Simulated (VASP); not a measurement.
# Os2C3 (P-3m1) in VASP: further runs, part 2 of 2

VASP 6.6.1.

## 5. Single point, PBE

This run uses another cell than the first one, of 10.48 Å³/atom.

Input file INCAR:

```
SYSTEM = Os2C3
PREC = Accurate
ENCUT = 520
EDIFF = 1E-6
ISMEAR = 0
SIGMA = 0.1
LREAL = .FALSE.
LASPH = .TRUE.
NELM = 60
ALGO = Normal
ISIF = 2
LWAVE = .FALSE.
LCHARG = .FALSE.
GGA = PE
NBANDS = 22
```

Input file KPOINTS:

```
regular mesh
0
G
  12 12 8
  0 0 0
```

Input file POSCAR:

```
Os2C3
1.0
    3.3121827005      0.0000000000      0.0000000000
   -1.6560913503      2.8684343606      0.0000000000
    0.0000000000      0.0000000000      5.5133696505
Os C
2 3
Direct
    0.3333333333      0.6666666667      0.2602519852
    0.6666666667      0.3333333333      0.7397480148
    0.0000000000      0.0000000000      0.0000000000
    0.3333333333      0.6666666667      0.6345032667
    0.6666666667      0.3333333333      0.3654967333
```

Run with:

```bash
cat potpaw_PBE.64/Os/POTCAR potpaw_PBE.64/C/POTCAR > POTCAR
mpirun -np 1 vasp_std > vasp.out
```

Wall time 98 s (1 thread of Intel Xeon 6975P-C (Granite Rapids), shared host); peak memory 0.27 GiB.

It converged, with:

```
Free energy            : -42.9162 eV
Pressure               : 2.8 GPa
Largest force          : 0.221 eV/Å
Band gap on the k mesh : zero (bands 14 and 15 overlap by 1.41 eV)
```

Forces in eV/Å, atoms in the order of the input:
```
Os   0.000  0.000 -0.221
Os   0.000  0.000  0.221
C    0.000  0.000  0.000
C    0.000  0.000 -0.040
C    0.000  0.000  0.040
```

Stress tensor (GPa, compression positive):
```
2.87 0.00 0.00
0.00 2.87 0.00
0.00 0.00 2.55
```

Levels at points of the mesh, in eV from the Fermi level:
```csv
k point,band 11,band 12,band 13,band 14,band 15,band 16,band 17,band 18
"(0.00, 0.00, 0.00)",-2.30,-1.90,-1.90,0.60,1.59,1.59,1.85,3.15
"(0.50, 0.00, 0.00)",-2.65,-2.00,-0.86,-0.59,-0.33,0.00,1.59,2.80
"(0.00, 0.00, 0.50)",-1.60,-1.60,-1.07,-0.72,-0.07,-0.07,2.25,4.23
"(0.50, 0.00, 0.50)",-2.41,-1.45,-0.95,-0.93,0.47,0.67,1.94,2.58
```

Caveat: spin-orbit coupling is left out, which moves the levels of the heavy elements.

## 6. Relaxation of cell and atoms, PBE

This run uses another cell than the first one, of 10.47 Å³/atom.

Input file INCAR:

```
PREC     = Accurate       # precision mode
ENCUT    = 600            # plane-wave cutoff, eV
EDIFF    = 1E-6           # SCF threshold, eV
ISMEAR   = 0              # smearing method
SIGMA    = 0.1            # smearing width, eV
LREAL    = False          # projectors in reciprocal space
LASPH    = True           # aspherical terms in the spheres
NELM     = 80             # most SCF steps
ALGO     = Normal         # electronic algorithm
ISIF     = 3              # what is computed and relaxed
LWAVE    = False          # write WAVECAR
LCHARG   = False          # write CHGCAR
GGA      = PE             # functional
IBRION   = 2              # ionic algorithm
NSW      = 100            # ionic steps
EDIFFG   = -0.01          # ionic threshold
```

Input file KPOINTS:

```
regular mesh
0
Gamma
  12 12 8
```

Input file POSCAR:

```
Os2C3
1.0
    3.3075128704      0.0000000000      0.0000000000
   -1.6537564352      2.8643901691      0.0000000000
    0.0000000000      0.0000000000      5.5248605708
Os C
2 3
Direct
    0.3333333333      0.6666666667      0.2592642673
    0.6666666667      0.3333333333      0.7407357327
    0.0000000000      0.0000000000      0.0000000000
    0.3333333333      0.6666666667      0.6324292397
    0.6666666667      0.3333333333      0.3675707603
```

Potentials or basis: VASP PAW PBE potentials, release 64 (Os, C).

Run with:

```bash
cat potpaw_PBE.64/Os/POTCAR potpaw_PBE.64/C/POTCAR > POTCAR
mpirun -np 1 vasp_std > vasp.out
```

OUTCAR:

```text
PREC = Accurate
   ENCUT = 600
   EDIFF = 1E-6
   ISMEAR = 0
   LREAL = False
   LASPH = True
   NELM = 80
   ISIF = 3
   GGA = PE
   IBRION = 2
   NSW = 100
   EDIFFG = -0.01

 ion  position               nearest neighbor table
   1  0.333  0.667  0.259-   5 2.00   5 2.00   5 2.00   4 2.06   3 2.39   3 2.39   3 2.39   2 3.27
                             2 3.27   2 3.27
   2  0.667  0.333  0.741-   4 2.00   4 2.00   4 2.00   5 2.06   3 2.39   3 2.39   3 2.39   1 3.27
                             1 3.27   1 3.27
   3  0.000  0.000  0.000-   1 2.39   2 2.39   1 2.39   2 2.39   2 2.39   1 2.39
   4  0.333  0.667  0.632-   2 2.00   2 2.00   2 2.00   1 2.06
   5  0.667  0.333  0.368-   1 2.00   1 2.00   1 2.00   2 2.06

  LATTYP: Found a hexagonal cell.
 ALAT       =     3.3075128704
 C/A-ratio  =     1.6703973007

  Lattice vectors:
[... 427 lines left out ...]
  free energy    TOTEN  =       -42.92307567 eV

  energy without entropy =      -42.91043100  energy(sigma->0) =      -42.91675333

 E-fermi :   7.7229     XC(G=0): -12.8151

 val. band max:        7.7175721137   @ k =   0.5000   0.0000   0.0000
 cond. band min:       7.7242552711   @ k =   0.0833   0.0000   0.3750
 fundamental gap:      0.0066831574
 Fermi energy:         7.7228892464

 k-point     1 :       0.0000    0.0000    0.0000
  band No.  band energies     occupation
      1      -7.4547      2.00000
      2      -4.2455      2.00000
      3      -2.8534      2.00000
      4       1.1530      2.00000
      5       1.1530      2.00000
      6       1.4359      2.00000
[... 481 lines left out ...]
      5       1.1602      2.00000
      6       1.2635      2.00000
[... 10 lines left out ...]
     17      10.4367      0.00000
     18      11.2094      0.00000

 [... further k-points ...]

------------------------ aborting loop because EDIFF is reached ----------------------------------------

  FORCE on cell =-STRESS in cart. coord.  units (eV):
  Direction    XX          YY          ZZ          XY          YZ          ZX
  --------------------------------------------------------------------------------------
  -------------------------------------------------------------------------------------
  Total        0.0018335      0.0018335     -0.0003279      0.0000000      0.0000000      0.0000000
  in kB        0.0556992      0.0556992     -0.0099611      0.0000000      0.0000000      0.0000000
  external PRESSURE =       0.0338124 kB  Pullay stress =       0.0000000 kB
[... 20 lines left out ...]
  FREE ENERGIE OF THE ION-ELECTRON SYSTEM (eV)
  ---------------------------------------------------
  free  energy   TOTEN  =       -42.9230756679 eV

  energy  without entropy=      -42.9104310008  energy(sigma->0) =      -42.91675333

 reached required accuracy - stopping structural energy minimisation
```

Wall time 4.1 min (1 thread of Intel Xeon 6975P-C (Granite Rapids), shared host); peak memory 0.3 GiB.

Results:

```
Free energy                           : -42.9231 eV
Relaxed volume                        : 10.55 Å³/atom
Relaxed cell                          : a = 3.320 Å, b = 3.320 Å, c = 5.525 Å, α = 90.00°, β = 90.00°, γ = 120.00°
Space group after relaxing (to 0.1 Å) : P-3m1 (No. 164)
Energy gained by relaxing             : 0.7 meV/atom
Ionic steps                           : 7
Pressure after relaxing               : 0.0 GPa
Band gap on the k mesh                : zero (bands 14 and 15 overlap by 1.39 eV)
```

Forces on the atoms (eV/Å):
```
Os   0.000  0.000  0.003
Os   0.000  0.000 -0.003
C    0.000  0.000  0.000
C    0.000  0.000  0.003
C    0.000  0.000 -0.003
```

Step by step:
| step | energy change (eV) | largest force (eV/Å) | pressure (GPa) | volume (Å³) |
| --- | --- | --- | --- | --- |
| 1 | 0.0000 | 0.1001 | 2.48 | 52.34 |
| 2 | 0.0122 | 0.3394 | -5.20 | 53.58 |
| 3 | -0.0032 | 0.0428 | -0.01 | 52.72 |
| 4 | -0.0034 | 0.0446 | -0.03 | 52.75 |
| 5 | -0.0034 | 0.0463 | -0.03 | 52.75 |
| 6 | -0.0036 | 0.0173 | 0.01 | 52.74 |
| 7 | -0.0036 | 0.0027 | 0.00 | 52.74 |

Final structure:
```
Os C
1.0
     3.32002    0.00000    0.00000
    -1.66001    2.87522    0.00000
     0.00000    0.00000    5.52495
Os C
2 3
Cartesian
  0.0000 1.9168 1.4327
  1.6600 0.9584 4.0923
  -1.6600 2.8752 0.0000
  0.0000 1.9168 3.5001
  1.6600 0.9584 2.0249
```

Caveat: spin-orbit coupling is left out, which moves the levels of the heavy elements.

## 7. Overview

```csv
task,cell,k mesh,cutoff (eV),gap on the mesh (eV),pressure (GPa),relaxed volume (Å³/atom),largest force (eV/Å)
single point,"a = 3.296, b = 3.296, c = 5.128 Å, angles 90.0, 90.0, 120.0°, 5 atoms, atomic positions A",6 × 6 × 4,520,none,25.8,-,1.19
single point,"a = 3.308, b = 3.308, c = 5.525 Å, angles 90.0, 90.0, 120.0°, 5 atoms, atomic positions B",6 × 6 × 4,520,none,2.7,-,0.23
relaxation of cell and atoms,"relaxed from a = 3.296, b = 3.296, c = 5.128 Å, angles 90.0, 90.0, 120.0°, 5 atoms, atomic positions A",6 × 6 × 4,600,none,0.0,10.54,0.03
single point,"a = 3.312, b = 3.312, c = 5.513 Å, angles 90.0, 90.0, 120.0°, 5 atoms, atomic positions C",12 × 12 × 8,520,none,2.8,-,0.22
relaxation of cell and atoms,"relaxed from a = 3.308, b = 3.308, c = 5.525 Å, angles 90.0, 90.0, 120.0°, 5 atoms, atomic positions B",12 × 12 × 8,600,none,0.0,10.55,-
```

Alike in all rows: level PBE; potentials or basis VASP PAW PBE potentials, release 64 (Os, C); no spin polarisation; smearing gaussian 0.1 eV.

Caveats: some runs use coarse meshes; spin-orbit coupling is left out, which moves the levels of the heavy elements; forces of over 1 eV/Å act on the atoms, so gaps and moduli don't describe the material at rest (at least some runs).

Total energies depend on the potentials used, so only differences within one code and one set of settings carry meaning.
